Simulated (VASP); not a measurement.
# MgH2 (Fm-3m) in VASP: a series of runs

Aim: see how the results for MgH2 move with the level of theory and the settings. Levels: PBE, LDA, PBEsol. Tasks: single point.

Program: VASP 6.6.1. These are calculated values, not measurements. Logs are shortened: lines on timing, memory, paths and dates and some standing lists are left out, and cuts for length are marked.

**1. The cell of the first run**

It takes space group Fm-3m (No. 225, cubic). The conventional cell has a = 4.762 Å, b = 4.762 Å, c = 4.762 Å, α = 90.00°, β = 90.00°, γ = 90.00°. Within 2.7 Å of Mg (site symmetry m-3m) lie 8 H at 2.06 Å. Within 2.7 Å of H (site symmetry -43m) lie 4 Mg at 2.06 Å and 6 H at 2.38 Å.

**2. Single point, PBE**

File INCAR:

```
  PREC = Accurate
  ENCUT = 520
  EDIFF = 1E-7
  ISMEAR = 1
  SIGMA = 0.0024
  LREAL = F
  LASPH = T
  NELM = 100
  ALGO = Normal
  ISIF = 2
  LWAVE = F
  LCHARG = F
  GGA = PE
  NBANDS = 9
  ISYM = 0
```

File KPOINTS:

```
regular mesh
0
Gamma
  6 3 2
```

File POSCAR:

```
MgH2
1.0
    0.0000000000      2.3810671667      2.3810671667
    2.3810671667      0.0000000000      2.3810671667
    2.3810671667      2.3810671667      0.0000000000
Mg H
1 2
Direct
    0.0000000000      0.0000000000      0.0000000000
    0.7500000000      0.7500000000      0.7500000000
    0.2500000000      0.2500000000      0.2500000000
```

Potentials or basis: VASP PAW PBE potentials, release 64 (Mg, H).

Command:

```console
$ cat potpaw_PBE.64/Mg/POTCAR potpaw_PBE.64/H/POTCAR > POTCAR
$ mpirun -np 1 vasp_std > vasp.out
```

OUTCAR:

```text
PREC = Accurate
   ENCUT = 520
   EDIFF = 1E-7
   ISMEAR = 1
   LREAL = F
   LASPH = T
   NELM = 100
   ISIF = 2
   GGA = PE
   ISYM = 0

 ion  position               nearest neighbor table
   1  0.000  0.000  0.000-   2 2.06   3 2.06   2 2.06   2 2.06   2 2.06   3 2.06   3 2.06   3 2.06

   2  0.750  0.750  0.750-   1 2.06   1 2.06   1 2.06   1 2.06
   3  0.250  0.250  0.250-   1 2.06   1 2.06   1 2.06   1 2.06

IMPORTANT INFORMATION: All symmetrisations will be switched off!
NOSYMM: (Re-)initialisation of all symmetry stuff for point group C_1.

----------------------------------------------------------------------------------------

                                     Primitive cell

  volume of cell :      26.9988

  direct lattice vectors                    reciprocal lattice vectors
     0.000000000  2.381067167  2.381067167    -0.209989876  0.209989876  0.209989876
     2.381067167  0.000000000  2.381067167     0.209989876 -0.209989876  0.209989876
     2.381067167  2.381067167  0.000000000     0.209989876  0.209989876 -0.209989876

  length of vectors
     3.367337480  3.367337480  3.367337480     0.363713135  0.363713135  0.363713135

  position of ions in fractional coordinates (direct lattice)
     0.000000000  0.000000000  0.000000000
     0.750000000  0.750000000  0.750000000
     0.250000000  0.250000000  0.250000000

  ion indices of the primitive-cell ions
   primitive index   ion index
                 1           1
                 2           2
                 3           3

----------------------------------------------------------------------------------------

 KPOINTS: regular mesh

Automatic generation of k-mesh.
 Grid dimensions read from file:
 generate k-points for:    6    3    2

 Generating k-lattice:

  Cartesian coordinates                     Fractional coordinates (reciprocal lattice)
    -0.034998313  0.034998313  0.034998313     0.166666667  0.000000000  0.000000000
     0.069996625 -0.069996625  0.069996625     0.000000000  0.333333333  0.000000000
     0.104994938  0.104994938 -0.104994938     0.000000000  0.000000000  0.500000000

  Length of vectors
     0.060618856  0.121237712  0.181856567

  Shift w.r.t. Gamma in fractional coordinates (k-lattice)
     0.000000000  0.000000000  0.000000000

 -----------------------------------------------------------------------------
|                                                                             |
|           W    W    AA    RRRRR   N    N  II  N    N   GGGG   !!!           |
|           W    W   A  A   R    R  NN   N  II  NN   N  G    G  !!!           |
|           W    W  A    A  R    R  N N  N  II  N N  N  G       !!!           |
|           W WW W  AAAAAA  RRRRR   N  N N  II  N  N N  G  GGG   !            |
|           WW  WW  A    A  R   R   N   NN  II  N   NN  G    G                |
|           W    W  A    A  R    R  N    N  II  N    N   GGGG   !!!           |
|                                                                             |
|     Your reciprocal lattice and k-lattice belong to different lattice       |
|     classes:                                                                |
|                                                                             |
|        The reciprocal lattice is body-centered cubic,                       |
|        whereas your k-lattice is triclinic.                                 |
|                                                                             |
|     Results are often still useful ...                                      |
|                                                                             |
 -----------------------------------------------------------------------------

 WARNING: IBZKPT: internal override: KBLOWUP is changed to .FALSE.
      ... skipping the blow-up phase ...

 Subroutine IBZKPT returns following result:
 ===========================================

 Found     20 irreducible k-points:

 Following reciprocal coordinates:
            Coordinates               Weight
  0.000000  0.000000  0.000000      1.000000
  0.166667  0.000000  0.000000      2.000000
  0.333333  0.000000  0.000000      2.000000
  0.500000  0.000000  0.000000      1.000000
  0.000000  0.333333  0.000000      2.000000
  0.166667  0.333333  0.000000      2.000000
[... 12 lines left out ...]
 -0.333333  0.333333  0.500000      2.000000
 -0.166667  0.333333  0.500000      2.000000
   k-points           NKPTS =     20   k-points in BZ     NKDIM =     20   number of bands    NBANDS=      9
   number of dos      NEDOS =    301   number of ions     NIONS =      3
   total plane-waves  NPLWV =  21952
   dimension x,y,z NGX =    28 NGY =   28 NGZ =   28
   dimension x,y,z NGXF=    56 NGYF=   56 NGZF=   56
   ions per type =               1   2
   NGX,Y,Z   is equivalent  to a cutoff of  13.82, 13.82, 13.82 a.u.
   NGXF,Y,Z  is equivalent  to a cutoff of  27.65, 27.65, 27.65 a.u.
 SYSTEM =  unknown system
   PREC   = accura    normal or accurate (medium, high low for compatibility)
   ISTART =      0    job   : 0-new  1-cont  2-samecut
   ICHARG =      2    charge: 1-file 2-atom 10-const
   ISPIN  =      1    spin polarized calculation?
   LNONCOLLINEAR =      F non collinear calculations
   LSORBIT =      F    spin-orbit coupling
   LASPH  =      T    aspherical Exc in radial PAW
   ENCUT  =  520.0 eV  38.22 Ry    6.18 a.u.   6.26  6.26  6.26*2*pi/ulx,y,z
   NELM   =    100;   NELMIN=  2; NELMDL= -5     # of ELM steps
   EDIFF  = 0.1E-06   stopping-criterion for ELM
   LREAL  =      F    real-space projection
   EDIFFG = 0.1E-05   stopping-criterion for IOM
   NSW    =      0    number of steps for IOM
   IBRION =     -1    ionic relax: 0-MD 1-quasi-New 2-CG
   NFREE  =      0    steps in history (QN), initial steepest desc. (CG)
   ISIF   =      2    stress and relaxation
   ISYM   =      0    0-nonsym 1-usesym 2-fastsym
   POTIM  = 0.5000    time-step for ionic-motion
   TEBEG  =    0.0;   TEEND  =   0.0 temperature during run
   PSTRESS=    0.0 pullay stress
   NELECT =       4.0000    total number of electrons
   NUPDOWN=      -1.0000    fix difference up-down
   EMIN   =  10.00;   EMAX   =-10.00  energy-range for DOS
   EFERMI =   0.00;   METHOD = LEGACY
   ISMEAR =     1;   SIGMA  =   0.00  broadening in eV -4-tet -1-fermi 0-gaus
   EFERMI_NEDOS =   21; number of points for ismear=-14 and -15
   IALGO  =     38    algorithm
   IMIX   =      4    mixing-type and parameters
     AMIX     =   0.40;   BMIX     =  1.00
     AMIX_MAG =   1.60;   BMIX_MAG =  1.00
  volume/ion in A,a.u.               =       9.00        60.73
  Fermi-wavevector in a.u.,A,eV,Ry     =   0.866257  1.636987 10.209817  0.750400
  Thomas-Fermi vector in A             =   1.984619
   LORBIT       =      0    0 simple, 1 ext, 2 COOP (PROOUT), +10 PAW based schemes
   GGA     = PE    functional components
   LHFCALC =     F    Hartree Fock is set to
   AEXX    =    0.0000 exact exchange contribution
   IVDW    =     0    specifies the selected vdW correction
   LEPSILON=     F    determine dielectric tensor
   LRPA    =     F    only Hartree local field effects (RPA)
 non-spin polarized calculation
 Methfessel and Paxton  Order N= 1 SIGMA  =   0.00
  energy-cutoff  :      520.00
  volume of cell :       27.00
 maximum number of plane-waves:       745
 NGX is ok and might be reduce to    28
   NGX = 13   NGY = 13   NGZ = 13

 number of electron       4.0000000 magnetization

 Free energy of the ion-electron system (eV)
  ---------------------------------------------------
  ext. energy  EPLUGINS =         0.00000000
  ---------------------------------------------------
  free energy    TOTEN  =        -8.56867606 eV

  energy without entropy =       -8.56867606  energy(sigma->0) =       -8.56867606

 E-fermi :   2.7722     XC(G=0):  -8.9557

 val. band max:        2.7213386148   @ k =   0.1667   0.0000   0.0000
 cond. band min:       3.2884483520   @ k =  -0.1667   0.3333   0.5000
 fundamental gap:      0.5671097372
 Fermi energy:         2.7722185330

 k-point     1 :       0.0000    0.0000    0.0000
  band No.  band energies     occupation
      1      -7.0192      2.00000
      2       3.8237      0.00000
      3      12.2634      0.00000
      4      12.2657      0.00000
      5      12.2677      0.00000
      6      14.8230      0.00000
      7      14.8322      0.00000
      8      14.8486      0.00000
      9      15.5433      0.00000

 k-point     2 :       0.1667    0.0000    0.0000
  band No.  band energies     occupation
      1      -6.5143      2.00000
      2       2.7213      2.00000
      3      10.5990      0.00000
      4      11.7305      0.00000
      5      11.7349      0.00000
      6      13.7902      0.00000
      7      15.7466      0.00000
      8      15.7527      0.00000
      9      16.6815      0.00000

 k-point     3 :       0.3333    0.0000    0.0000
  band No.  band energies     occupation
      1      -5.0394      2.00000
      2       0.1092      2.00000
      3       9.5515      0.00000
      4      11.4455      0.00000
      5      11.4519      0.00000
      6      11.4834      0.00000
      7      13.5141      0.00000
      8      13.5216      0.00000
      9      19.5894      0.00000

 k-point     4 :       0.5000    0.0000    0.0000
  band No.  band energies     occupation
      1      -2.7761      2.00000
      2      -2.6783      2.00000
      3       9.7106      0.00000
      4      10.1756      0.00000
      5      11.9607      0.00000
      6      11.9702      0.00000
      7      12.0635      0.00000
      8      12.0685      0.00000
      9      22.6381      0.00000
[... 157 lines left out ...]
 k-point    18 :       0.5000    0.3333    0.5000
  band No.  band energies     occupation
      1      -3.2355      2.00000
      2      -1.5323      2.00000
      3       6.8687      0.00000
      4       8.2705      0.00000
      5       9.5786      0.00000
      6      13.9229      0.00000
      7      15.4318      0.00000
      8      16.2611      0.00000
      9      18.4814      0.00000

 k-point    19 :      -0.3333    0.3333    0.5000
  band No.  band energies     occupation
      1      -1.9198      2.00000
      2      -1.8938      2.00000
      3       4.9869      0.00000
      4       5.4512      0.00000
      5      12.1999      0.00000
      6      12.2365      0.00000
      7      17.3149      0.00000
      8      18.2110      0.00000
      9      20.6231      0.00000

 k-point    20 :      -0.1667    0.3333    0.5000
  band No.  band energies     occupation
      1      -2.2087      2.00000
      2      -0.6639      2.00000
      3       3.2884      0.00000
      4       5.4076      0.00000
      5      10.2078      0.00000
      6      14.2723      0.00000
      7      15.4883      0.00000
      8      20.0021      0.00000
      9      23.3733      0.00000

------------------------ aborting loop because EDIFF is reached ----------------------------------------

  FORCE on cell =-STRESS in cart. coord.  units (eV):
  Direction    XX          YY          ZZ          XY          YZ          ZX
  --------------------------------------------------------------------------------------
  -------------------------------------------------------------------------------------
  Total       -0.4331123      0.3182003     -0.3854723     -0.3466857     -0.0060250     -0.0071088
  in kB      -25.7019573     18.8827931    -22.8748810    -20.5731846     -0.3575365     -0.4218530
  external PRESSURE =      -9.8980151 kB  Pullay stress =       0.0000000 kB

 VOLUME and BASIS-vectors are now :
 -----------------------------------------------------------------------------
  energy-cutoff  :      520.00
  volume of cell :       27.00
      direct lattice vectors                 reciprocal lattice vectors
     0.000000000  2.381067167  2.381067167    -0.209989876  0.209989876  0.209989876
     2.381067167  0.000000000  2.381067167     0.209989876 -0.209989876  0.209989876
     2.381067167  2.381067167  0.000000000     0.209989876  0.209989876 -0.209989876

 POSITION                                       TOTAL-FORCE (eV/Angst)
 -----------------------------------------------------------------------------------
      0.00000      0.00000      0.00000         0.000000      0.000000      0.000000
      3.57160      3.57160      3.57160        -0.001237     -0.001270     -0.004849
      1.19053      1.19053      1.19053         0.001237      0.001270      0.004849
 -----------------------------------------------------------------------------------
    total drift:                               -0.000000     -0.000000     -0.000000

  FREE ENERGIE OF THE ION-ELECTRON SYSTEM (eV)
  ---------------------------------------------------
  free  energy   TOTEN  =        -8.5686760574 eV

  energy  without entropy=       -8.5686760574  energy(sigma->0) =       -8.56867606
```

Wall time 18 s (1 thread of AMD EPYC 7R13, shared host); peak memory 0.12 GiB.

The run converged, but its numbers aren't listed here, since they failed a check.

Caveat: the k points lie up to 1.14 Å⁻¹ apart.

**3. Single point, LDA**

File INCAR:

```
SYSTEM = MgH2
ALGO = Normal ; EDIFF = 1E-6
ENCUT = 520 ; ISIF = 2
ISMEAR = 0 ; LASPH = .True.
LCHARG = .False. ; LREAL = .False.
LWAVE = .False. ; NBANDS = 9
NELM = 100 ; PREC = Accurate
SIGMA = 0.1
```

File KPOINTS:

```
k-points
0
Gamma
  8 8 8
  0 0 0
```

POSCAR is that of step 2.

Potentials or basis: VASP PAW LDA potentials, release 64 (Mg, H).

Command:

```console
$ cat potpaw_LDA.64/Mg/POTCAR potpaw_LDA.64/H/POTCAR > POTCAR
$ mpirun -np 1 vasp_std > vasp.out
```

It took 19 s on 1 thread of AMD EPYC 7R13, shared host; peak memory 0.11 GiB.

The run converged. Its results:

```yaml
Free_energy: -9.1709 eV
Pressure: -4.1 GPa
Band_gap_on_the_k_mesh: zero (band 2 reaches 3.93 eV, above the bottom of band 3 at 2.21 eV)
```

Levels at points of the mesh, in eV from the Fermi level:
| k point | band 1 | band 2 | band 3 | band 4 | band 5 | band 6 |
| --- | --- | --- | --- | --- | --- | --- |
| (0.00, 0.00, 0.00) | -9.99 | 1.15 | 9.17 | 9.17 | 9.17 | 11.56 |
| (0.50, 0.00, 0.00) | -5.71 | -5.60 | 6.78 | 7.15 | 8.85 | 8.85 |
| (0.50, 0.50, 0.00) | -5.67 | -2.22 | -0.57 | 4.51 | 4.51 | 7.65 |

**4. Single point, PBEsol**

File INCAR:

```
SYSTEM = MgH2
PREC = Accurate
ENCUT = 520
EDIFF = 1E-7
ISMEAR = 0
SIGMA = 0.1
LREAL = .FALSE.
LASPH = .TRUE.
NELM = 100
ALGO = Normal
ISIF = 2
LWAVE = .FALSE.
LCHARG = .FALSE.
GGA = PS
NBANDS = 9
```

File KPOINTS:

```
Automatic mesh
0
G
  8 8 8
  0 0 0
```

POSCAR is that of step 3.

Potentials or basis: VASP PAW PBE potentials, release 64 (Mg, H).

Command:

```console
$ cat potpaw_PBE.64/Mg/POTCAR potpaw_PBE.64/H/POTCAR > POTCAR
$ mpirun -np 1 vasp_std > vasp.out
```

Run time: 24 s. Hardware: 1 thread of AMD EPYC 7R13, shared host; peak memory 0.13 GiB.

Results (log left out):

| Item | Value |
| --- | --- |
| Free energy | -8.5996 eV |
| Pressure | -1.7 GPa |
| Band gap on the k mesh | zero (band 2 reaches 3.96 eV, above the bottom of band 3 at 2.38 eV) |

Levels at points of the mesh, in eV from the Fermi level:
```tsv
k point	band 1	band 2	band 3	band 4	band 5	band 6
(0.00, 0.00, 0.00)	-10.05	1.01	9.17	9.17	9.17	11.70
(0.50, 0.00, 0.00)	-5.76	-5.68	6.64	7.21	8.83	8.83
(0.50, 0.50, 0.00)	-5.75	-2.33	-0.56	4.53	4.53	7.72
```

Caveat: the PAW data sets were made with another functional, which shifts forces and pressure a little.
